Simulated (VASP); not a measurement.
# F (C2/m) in VASP: a series of runs, part 3 of 3

VASP 6.6.1.

**5. Single point, PBEsol**

This run uses another cell than the first one, of 20.83 Å³/atom, 1.027 times its volume.

INCAR

```
PREC = Accurate ; ENCUT = 520
EDIFF = 1E-7 ; ISMEAR = 0
SIGMA = 0.05 ; LREAL = F
LASPH = T ; NELM = 60
ALGO = Normal ; ISIF = 2
LWAVE = F ; LCHARG = T
GGA = PS ; LELF = T
LVHAR = T ; NBANDS = 22
```

KPOINTS

```
Automatic mesh
0
Gamma
  4 4 2
```

POSCAR

```
F
1.0
    3.1849756493     -1.8305146634     -0.2456527984
    3.1849756493      1.8305146634     -0.2456527984
   -2.3948583866      0.0000000000      7.3307098205
F
4
Direct
    0.0848459664      0.0848459664      0.0820156542
    0.9151540336      0.9151540336      0.9179843458
    0.5015719855      0.5015719855      0.5937195244
    0.4984280145      0.4984280145      0.4062804756
```

Potentials or basis: VASP PAW PBE potentials, release 64 (F).

Started as:

```console
$ cat potpaw_PBE.64/F/POTCAR > POTCAR
$ mpirun -np 1 vasp_std > vasp.out
```

OUTCAR:

```text
PREC = Accurate
   ENCUT = 520
   EDIFF = 1E-7
   ISMEAR = 0
   LREAL = F
   LASPH = T
   NELM = 60
   ISIF = 2
   GGA = PS

 ion  position               nearest neighbor table
   1  0.085  0.085  0.082-   2 1.31
   2  0.915  0.915  0.918-   1 1.31
   3  0.502  0.502  0.594-   4 1.44
   4  0.498  0.498  0.406-   3 1.44

  LATTYP: Found a base centered monoclinic cell.
 ALAT       =     6.3888700672
 B/A-ratio  =     0.5730323654
 C/A-ratio  =     1.2070962569
 COS(beta)  =    -0.3827161857

  Lattice vectors:

 A1 = (   3.1849756493,  -1.8305146634,  -0.2456527984)
 A2 = (   3.1849756493,   1.8305146634,  -0.2456527984)
 A3 = (  -2.3948583866,   0.0000000000,   7.3307098205)

Analysis of symmetry for initial positions (statically):
=====================================================================
 Subroutine PRICEL returns:
 Original cell was already a primitive cell.

 Routine SETGRP: Setting up the symmetry group for a
 base centered monoclinic supercell.

 Subroutine GETGRP returns: Found  4 space group operations
[... 154 lines left out ...]
  free energy    TOTEN  =        -7.56317903 eV

  energy without entropy =       -7.56317903  energy(sigma->0) =       -7.56317903

 E-fermi :  -5.5395     XC(G=0):  -6.3984

 val. band max:       -5.7754023979   @ k =   0.5000   0.5000   0.0000
 cond. band min:      -3.2774827517   @ k =   0.0000   0.0000   0.0000
 fundamental gap:      2.4979196462
 Fermi energy:        -5.5395151366

 k-point     1 :       0.0000    0.0000    0.0000
  band No.  band energies     occupation
      1     -32.4879      2.00000
      2     -30.5550      2.00000
      3     -24.6141      2.00000
      4     -23.7593      2.00000
      5     -12.8708      2.00000
      6     -12.1655      2.00000
[... 339 lines left out ...]
     21       8.3933      0.00000
     22       8.6002      0.00000

------------------------ aborting loop because EDIFF is reached ----------------------------------------

  FORCE on cell =-STRESS in cart. coord.  units (eV):
  Direction    XX          YY          ZZ          XY          YZ          ZX
  --------------------------------------------------------------------------------------
  -------------------------------------------------------------------------------------
  Total        1.3997012     -0.2773562      3.2270068      0.0000000      0.0000000      3.2670415
  in kB       26.9137200     -5.3330575     62.0494977      0.0000000      0.0000000     62.8192914
  external PRESSURE =      27.8767201 kB  Pullay stress =       0.0000000 kB

 VOLUME and BASIS-vectors are now :
 -----------------------------------------------------------------------------
  energy-cutoff  :      520.00
  volume of cell :       83.32
      direct lattice vectors                 reciprocal lattice vectors
     3.184975649 -1.830514663 -0.245652798     0.161044926 -0.273147225  0.052611521
     3.184975649  1.830514663 -0.245652798     0.161044926  0.273147225  0.052611521
    -2.394858387  0.000000000  7.330709821     0.010793262  0.000000000  0.139938472

 POSITION                                       TOTAL-FORCE (eV/Angst)
 -----------------------------------------------------------------------------------
      0.34405      0.00000      0.55955         2.548297      0.000000      4.202810
      3.63104      0.00000      6.27986        -2.548297      0.000000     -4.202810
      1.77311      0.00000      4.10596         0.260861      0.000000     -0.884975
      2.20198      0.00000      2.73344        -0.260861      0.000000      0.884975
 -----------------------------------------------------------------------------------
    total drift:                                0.000000      0.000000     -0.000000

  FREE ENERGIE OF THE ION-ELECTRON SYSTEM (eV)
  ---------------------------------------------------
  free  energy   TOTEN  =        -7.5631790256 eV

  energy  without entropy=       -7.5631790256  energy(sigma->0) =       -7.56317903
```

OSZICAR:

```text
N       E                     dE             d eps       ncg     rms          rms(c)
DAV:   1     0.190931467989E+03    0.19093E+03   -0.14598E+04   616   0.113E+03
DAV:   2     0.317463063712E+00   -0.19061E+03   -0.18445E+03   906   0.283E+02
DAV:   3    -0.931875281925E+01   -0.96362E+01   -0.95860E+01   706   0.640E+01
DAV:   4    -0.938120767753E+01   -0.62455E-01   -0.62451E-01   672   0.602E+00
DAV:   5    -0.938161959746E+01   -0.41192E-03   -0.41192E-03   702   0.460E-01    0.112E+01
DAV:   6    -0.802024301593E+01    0.13614E+01   -0.50991E-01   628   0.723E+00    0.631E+00
DAV:   7    -0.756495366257E+01    0.45529E+00   -0.67426E-01   628   0.783E+00    0.748E-01
DAV:   8    -0.756296463875E+01    0.19890E-02   -0.86339E-02   676   0.206E+00    0.131E-01
DAV:   9    -0.756309273354E+01   -0.12809E-03   -0.10915E-03   670   0.251E-01    0.721E-02
DAV:  10    -0.756318210640E+01   -0.89373E-04   -0.28494E-04   670   0.141E-01    0.270E-02
DAV:  11    -0.756318136972E+01    0.73668E-06   -0.36651E-05   670   0.533E-02    0.921E-03
DAV:  12    -0.756317988226E+01    0.14875E-05   -0.51002E-06   664   0.178E-02    0.413E-03
DAV:  13    -0.756317897099E+01    0.91127E-06   -0.19389E-06   676   0.111E-02    0.189E-03
DAV:  14    -0.756317902560E+01   -0.54615E-07   -0.23812E-07   646   0.455E-03
   1 F= -.75631790E+01 E0= -.75631790E+01  d E =-.208428E-12
```

stdout:

```text
POSCAR found type information on POSCAR F
 POSCAR found :  1 types and       4 ions
 scaLAPACK will be used
 -----------------------------------------------------------------------------
|                                                                             |
|                                                                             |
|     You enforced a specific xc type in the INCAR file but a different       |
|     I HOPE YOU KNOW WHAT YOU ARE DOING!                                     |
|                                                                             |
 -----------------------------------------------------------------------------

 LDA part: xc-table for (Slater+PW92), standard interpolation
 POSCAR, INCAR and KPOINTS ok, starting setup
 FFT: planning ... GRIDC
 FFT: planning ... GRID_SOFT
 FFT: planning ... GRID
 WAVECAR not read
 entering main loop
```

Wall time 13 s (1 thread of Intel Xeon 6975P-C (Granite Rapids), shared host); peak memory 0.19 GiB.

Results:

```
Free energy            : -7.5632 eV
Pressure               : 2.8 GPa
Largest force          : 4.915 eV/Å
Band gap on the k mesh : 2.50 eV, indirect (least direct gap 2.53 eV)
```

Forces on the atoms (eV/Å):
```
F    2.548  0.000  4.203
F   -2.548  0.000 -4.203
F    0.261  0.000 -0.885
F   -0.261  0.000  0.885
```

Levels at points of the mesh, in eV from the valence-band top:
| k point | band 12 | band 13 | band 14 | band 15 | band 16 | band 17 |
| --- | --- | --- | --- | --- | --- | --- |
| (0.00, 0.00, 0.00) | -0.52 | -0.14 | -0.04 | 2.50 | 4.85 | 8.18 |
| (0.50, 0.00, 0.00) | -0.61 | -0.19 | -0.09 | 2.61 | 4.88 | 11.91 |
| (0.50, 0.50, 0.00) | -0.54 | -0.08 | 0.00 | 2.58 | 4.85 | 12.28 |
| (0.00, 0.00, 0.50) | -0.52 | -0.14 | -0.04 | 2.53 | 4.76 | 8.96 |
| (0.50, 0.00, 0.50) | -0.60 | -0.17 | -0.06 | 2.58 | 4.90 | 11.73 |
| (0.50, 0.50, 0.50) | -0.53 | -0.11 | -0.02 | 2.60 | 4.86 | 11.84 |

Caveat: the k points lie up to 0.50 Å⁻¹ apart; the PAW data sets were made with another functional, which shifts forces and pressure a little. A k mesh can miss the band edges.

**6. Single point, PBEsol**

This run uses another cell than the first one, of 20.83 Å³/atom, 1.027 times its volume.

INCAR

```
PREC = Accurate
ENCUT = 520
EDIFF = 1E-6
ISMEAR = 0
SIGMA = 0.05
LREAL = False
LASPH = True
NELM = 60
ALGO = Normal
ISIF = 2
LWAVE = False
LCHARG = False
GGA = PS
NBANDS = 22
```

KPOINTS is that of step 5.

POSCAR: that of step 5 with these lines changed.

```diff
@@ -8,4 +8,4 @@
 Direct
-    0.0848459664      0.0848459664      0.0820156542
-    0.9151540336      0.9151540336      0.9179843458
+    0.0848459664      0.0848459664      0.0740235354
+    0.9151540336      0.9151540336      0.9259764646
     0.5015719855      0.5015719855      0.5937195244
```

Potentials or basis: VASP PAW PBE potentials, release 64 (F).

Started as:

```console
$ cat potpaw_PBE.64/F/POTCAR > POTCAR
$ mpirun -np 1 vasp_std > vasp.out
```

Run time: 12 s. Hardware: 1 thread of Intel Xeon 6975P-C (Granite Rapids), shared host; peak memory 0.19 GiB.

The run converged. Its results:

```
Free energy            : -6.9582 eV
Pressure               : 7.7 GPa
Largest force          : 11.373 eV/Å
Band gap on the k mesh : 2.14 eV, indirect (least direct gap 2.19 eV)
```

Forces in eV/Å, atoms in the order of the input:
```
F    6.637  0.000  9.235
F   -6.637  0.000 -9.235
F    0.253  0.000 -0.892
F   -0.253  0.000  0.892
```

Stress tensor (GPa, compression positive):
```
 8.61  0.00 13.63
 0.00 -0.54  0.00
13.63  0.00 14.96
```

Levels at points of the mesh, in eV from the valence-band top:
| k point | band 11 | band 12 | band 13 | band 14 | band 15 | band 16 | band 17 | band 18 |
| --- | --- | --- | --- | --- | --- | --- | --- | --- |
| (0.00, 0.00, 0.00) | -0.97 | -0.89 | -0.18 | -0.05 | 2.14 | 6.23 | 7.76 | 10.31 |
| (0.50, 0.00, 0.00) | -1.05 | -0.98 | -0.21 | -0.08 | 2.23 | 6.33 | 11.45 | 11.48 |
| (0.50, 0.50, 0.00) | -1.01 | -0.91 | -0.05 | 0.00 | 2.20 | 6.28 | 11.78 | 11.89 |
| (0.00, 0.00, 0.50) | -0.98 | -0.89 | -0.18 | -0.05 | 2.15 | 6.08 | 8.55 | 8.83 |
| (0.50, 0.00, 0.50) | -1.07 | -0.97 | -0.20 | -0.06 | 2.21 | 6.35 | 11.24 | 12.14 |
| (0.50, 0.50, 0.50) | -1.03 | -0.90 | -0.07 | -0.01 | 2.22 | 6.29 | 11.43 | 11.47 |

Caveat: the k points lie up to 0.50 Å⁻¹ apart; the standard files for N, O and F lose accuracy on very short bonds; the PAW data sets were made with another functional, which shifts forces and pressure a little.
